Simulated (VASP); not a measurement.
# Nb2 in VASP: single point with PBE

Aim: the single point of Nb2 with PBE.

Program: VASP 6.6.1. These are calculated values, not measurements. Logs are shortened: lines on timing, memory, paths and dates and some standing lists are left out, and cuts for length are marked.

**1. The cell of the first run**

The cell holds a cluster in a box, 2 atoms: a = 8.000 Å, b = 8.300 Å, c = 8.600 Å, α = 90.00°, β = 90.00°, γ = 90.00°.

**2. Single point, PBE**

INCAR reads:

```
SYSTEM = Nb
ALGO = Normal ; EDIFF = 1E-6
ENCUT = 400 ; GGA = PE
GGA_COMPAT = .False. ; ISIF = 2
ISMEAR = 1 ; LASPH = .True.
LCHARG = .True. ; LELF = .True.
LREAL = .False. ; LVHAR = .True.
LWAVE = .False. ; NBANDS = 20
NELM = 120 ; PREC = Accurate
SIGMA = 0.02
```

KPOINTS reads:

```
k-points
0
Gamma
  1 1 1
  0 0 0
```

POSCAR reads:

```
Nb
1.0
    8.0000000000      0.0000000000      0.0000000000
    0.0000000000      8.3000000000      0.0000000000
    0.0000000000      0.0000000000      8.6000000000
Nb
2
Direct
    0.5000000000      0.4819280000      0.3430230000
    0.5000000000      0.4819280000      0.5872090000
```

Potentials or basis: VASP PAW PBE potentials, release 64 (Nb_sv).

Started as:

```
$ cat potpaw_PBE.64/Nb_sv/POTCAR > POTCAR
$ mpirun -np 1 vasp_gam > vasp.out
```

OUTCAR:

```text
SYSTEM = Nb
   EDIFF = 1E-6
   ENCUT = 400
   GGA = PE
   ISIF = 2
   ISMEAR = 1
   LASPH = .True.
   LREAL = .False.
   NELM = 120
   PREC = Accurate

 ion  position               nearest neighbor table
   1  0.500  0.482  0.343-   2 2.10
   2  0.500  0.482  0.587-   1 2.10

  LATTYP: Found a simple orthorhombic cell.
 ALAT       =     8.0000000000
 B/A-ratio  =     1.0375000000
 C/A-ratio  =     1.0750000000

  Lattice vectors:

 A1 = (   8.0000000000,   0.0000000000,   0.0000000000)
 A2 = (   0.0000000000,   8.3000000000,   0.0000000000)
 A3 = (   0.0000000000,   0.0000000000,   8.6000000000)

Analysis of symmetry for initial positions (statically):
=====================================================================
 Subroutine PRICEL returns:
 Original cell was already a primitive cell.

 Routine SETGRP: Setting up the symmetry group for a
 simple orthorhombic supercell.

 Subroutine GETGRP returns: Found  8 space group operations
 (whereof  2 operations were pure point group operations)
 out of a pool of  8 trial point group operations.

The static configuration has the point symmetry C_1h.
 The point group associated with its full space group is D_2h.

Analysis of symmetry for dynamics (positions and initial velocities):
=====================================================================
 Subroutine PRICEL returns:
 Original cell was already a primitive cell.

 Routine SETGRP: Setting up the symmetry group for a
 simple orthorhombic supercell.

 Subroutine GETGRP returns: Found  8 space group operations
 (whereof  2 operations were pure point group operations)
 out of a pool of  8 trial point group operations.

The dynamic configuration has the point symmetry C_1h.
 The point group associated with its full space group is D_2h.

 Subroutine INISYM returns: Found  8 space group operations
 (whereof  2 operations are pure point group operations),
 and found     1 'primitive' translations

----------------------------------------------------------------------------------------

                                     Primitive cell

  volume of cell :     571.0400

  direct lattice vectors                    reciprocal lattice vectors
     8.000000000  0.000000000  0.000000000     0.125000000  0.000000000  0.000000000
     0.000000000  8.300000000  0.000000000     0.000000000  0.120481928  0.000000000
     0.000000000  0.000000000  8.600000000     0.000000000  0.000000000  0.116279070

  length of vectors
     8.000000000  8.300000000  8.600000000     0.125000000  0.120481928  0.116279070

  position of ions in fractional coordinates (direct lattice)
     0.500000000  0.481928000  0.343023000
     0.500000000  0.481928000  0.587209000

  ion indices of the primitive-cell ions
   primitive index   ion index
                 1           1
                 2           2

----------------------------------------------------------------------------------------

 KPOINTS: k-points

Automatic generation of k-mesh.
 Grid dimensions read from file:
 generate k-points for:    1    1    1

 Generating k-lattice:

  Cartesian coordinates                     Fractional coordinates (reciprocal lattice)
     0.125000000  0.000000000  0.000000000     1.000000000  0.000000000  0.000000000
     0.000000000  0.120481928  0.000000000     0.000000000  1.000000000  0.000000000
     0.000000000  0.000000000  0.116279070     0.000000000  0.000000000  1.000000000

  Length of vectors
     0.125000000  0.120481928  0.116279070

  Shift w.r.t. Gamma in fractional coordinates (k-lattice)
     0.000000000  0.000000000  0.000000000

 Subroutine IBZKPT returns following result:
 ===========================================

 Found      1 irreducible k-points:

 Following reciprocal coordinates:
            Coordinates               Weight
  0.000000  0.000000  0.000000      1.000000
   k-points           NKPTS =      1   k-points in BZ     NKDIM =      1   number of bands    NBANDS=     20
   number of dos      NEDOS =    301   number of ions     NIONS =      2
   total plane-waves  NPLWV = 163296
   dimension x,y,z NGX =    54 NGY =   54 NGZ =   56
   dimension x,y,z NGXF=   108 NGYF=  108 NGZF=  112
   ions per type =               2
   NGX,Y,Z   is equivalent  to a cutoff of  11.22, 10.82, 10.83 a.u.
   NGXF,Y,Z  is equivalent  to a cutoff of  22.44, 21.63, 21.65 a.u.
 SYSTEM =  Nb
   PREC   = accura    normal or accurate (medium, high low for compatibility)
   ISTART =      0    job   : 0-new  1-cont  2-samecut
   ICHARG =      2    charge: 1-file 2-atom 10-const
   ISPIN  =      1    spin polarized calculation?
   LNONCOLLINEAR =      F non collinear calculations
   LSORBIT =      F    spin-orbit coupling
   LASPH  =      T    aspherical Exc in radial PAW
   ENCUT  =  400.0 eV  29.40 Ry    5.42 a.u.  13.05 13.54 14.02*2*pi/ulx,y,z
   NELM   =    120;   NELMIN=  2; NELMDL= -5     # of ELM steps
   EDIFF  = 0.1E-05   stopping-criterion for ELM
   LREAL  =      F    real-space projection
   EDIFFG = 0.1E-04   stopping-criterion for IOM
   NSW    =      0    number of steps for IOM
   IBRION =     -1    ionic relax: 0-MD 1-quasi-New 2-CG
   NFREE  =      0    steps in history (QN), initial steepest desc. (CG)
   ISIF   =      2    stress and relaxation
   ISYM   =      2    0-nonsym 1-usesym 2-fastsym
   POTIM  = 0.5000    time-step for ionic-motion
   TEBEG  =    0.0;   TEEND  =   0.0 temperature during run
   PSTRESS=    0.0 pullay stress
   NELECT =      26.0000    total number of electrons
   NUPDOWN=      -1.0000    fix difference up-down
   EMIN   =  10.00;   EMAX   =-10.00  energy-range for DOS
   EFERMI =   0.00;   METHOD = LEGACY
   ISMEAR =     1;   SIGMA  =   0.02  broadening in eV -4-tet -1-fermi 0-gaus
   EFERMI_NEDOS =   21; number of points for ismear=-14 and -15
   IALGO  =     38    algorithm
   IMIX   =      4    mixing-type and parameters
     AMIX     =   0.40;   BMIX     =  1.00
     AMIX_MAG =   1.60;   BMIX_MAG =  1.00
  volume/ion in A,a.u.               =     285.52      1926.78
  Fermi-wavevector in a.u.,A,eV,Ry     =   0.584580  1.104696  4.649566  0.341733
  Thomas-Fermi vector in A             =   1.630331
   LORBIT       =      0    0 simple, 1 ext, 2 COOP (PROOUT), +10 PAW based schemes
   GGA     = PE    functional components
   LHFCALC =     F    Hartree Fock is set to
   AEXX    =    0.0000 exact exchange contribution
   IVDW    =     0    specifies the selected vdW correction
   LEPSILON=     F    determine dielectric tensor
   LRPA    =     F    only Hartree local field effects (RPA)
 non-spin polarized calculation
 Methfessel and Paxton  Order N= 1 SIGMA  =   0.02
  energy-cutoff  :      400.00
  volume of cell :      571.04
 maximum number of plane-waves:      5181
 NGX is ok and might be reduce to    54
   NGX = 27   NGY = 27   NGZ = 29

 number of electron      26.0000000 magnetization

 Free energy of the ion-electron system (eV)
  ---------------------------------------------------
  ext. energy  EPLUGINS =         0.00000000
  ---------------------------------------------------
  free energy    TOTEN  =       -11.22894578 eV

  energy without entropy =      -11.23010536  energy(sigma->0) =      -11.22933231

 E-fermi :  -2.9345     XC(G=0):  -2.5541

 val. band max:       -2.9513101531   @ k =   0.0000   0.0000   0.0000
 cond. band min:      -2.7817098837   @ k =   0.0000   0.0000   0.0000
 fundamental gap:      0.1696002694
 Fermi energy:        -2.9344725088

 k-point     1 :       0.0000    0.0000    0.0000
  band No.  band energies     occupation
      1     -57.7276      2.00000
      2     -56.7578      2.00000
      3     -35.1063      2.00000
      4     -33.8385      2.00000
      5     -33.8379      2.00000
      6     -33.1834      2.00000
[... 12 lines left out ...]
     19      -0.2163      0.00000
     20       0.0463      0.00000

------------------------ aborting loop because EDIFF is reached ----------------------------------------

  FORCE on cell =-STRESS in cart. coord.  units (eV):
  Direction    XX          YY          ZZ          XY          YZ          ZX
  --------------------------------------------------------------------------------------
  -------------------------------------------------------------------------------------
  Total       -0.7884883     -0.6464588     -3.6652253     -0.0000000      0.0000000      0.0000000
  in kB       -2.2122761     -1.8137811    -10.2835893     -0.0000000      0.0000000      0.0000000
  external PRESSURE =      -4.7698822 kB  Pullay stress =       0.0000000 kB

 VOLUME and BASIS-vectors are now :
 -----------------------------------------------------------------------------
  energy-cutoff  :      400.00
  volume of cell :      571.04
      direct lattice vectors                 reciprocal lattice vectors
     8.000000000  0.000000000  0.000000000     0.125000000  0.000000000  0.000000000
     0.000000000  8.300000000  0.000000000     0.000000000  0.120481928  0.000000000
     0.000000000  0.000000000  8.600000000     0.000000000  0.000000000  0.116279070

 POSITION                                       TOTAL-FORCE (eV/Angst)
 -----------------------------------------------------------------------------------
      4.00000      4.00000      2.95000         0.000000      0.000000      0.818236
      4.00000      4.00000      5.05000         0.000000      0.000000     -0.818236
 -----------------------------------------------------------------------------------
    total drift:                                0.000000      0.000028     -0.000012

  FREE ENERGIE OF THE ION-ELECTRON SYSTEM (eV)
  ---------------------------------------------------
  free  energy   TOTEN  =       -11.2289457793 eV

  energy  without entropy=      -11.2301053604  energy(sigma->0) =      -11.22933231
```

It took 24 s on 1 thread of Intel Xeon Platinum 8488C (Sapphire Rapids), shared host; peak memory 0.35 GiB.

What came out:

```
Free energy                     : -11.2289 eV
Largest force                   : 0.818 eV/Å
Gap between the frontier levels : 0.17 eV
```

Forces in eV/Å, atoms in the order of the input:
```
Nb   0.000  0.000  0.818
Nb   0.000  0.000 -0.818
```
